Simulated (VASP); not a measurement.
Crystal: TlH3.

```
Tl H
1.0
     3.58892    0.00000    0.00000
     0.00000    3.58892    0.00000
     0.00000    0.00000    3.58892
Tl H
1 3
Direct
  0.00000 0.00000 0.00000
  0.00000 0.50000 0.50000
  0.50000 0.00000 0.50000
  0.50000 0.50000 0.00000
```

| Property | Result |
| --- | --- |
| Program | VASP 6.6.1 |
| Task | relaxation of cell and atoms |
| Functional | PBE |
| Potentials or basis | VASP PAW PBE potentials, release 64 (Tl_d, H) |
| Cutoff | 600 eV |
| k mesh | 6 × 6 × 6 |
| Occupations | gaussian, width 0.1 eV |
| Spin | no spin polarisation |

At the start: pressure -4.7 GPa; volume 11.56 Å³/atom.

Q: How do energy, volume and symmetry change on relaxing?

A: Over 3 steps the energy falls by 19.7 meV/atom and the volume is 10.42 Å³/atom (-9.9 %); space group Pm-3m (No. 221, to 0.1 Å) before and after.

The path:
| step | energy change (eV) | largest force (eV/Å) | pressure (GPa) | volume (Å³) |
| --- | --- | --- | --- | --- |
| 1 | 0.0000 | 0.0000 | -4.68 | 46.23 |
| 2 | -0.0534 | 0.0000 | -2.93 | 44.00 |
| 3 | -0.0789 | 0.0000 | -0.40 | 41.67 |

Final structure:
```
Tl H
1.0
     3.46680    0.00000    0.00000
     0.00000    3.46680    0.00000
     0.00000    0.00000    3.46680
Tl H
1 3
Direct
  0.00000 0.00000 0.00000
  0.00000 0.50000 0.50000
  0.50000 0.00000 0.50000
  0.50000 0.50000 0.00000
```
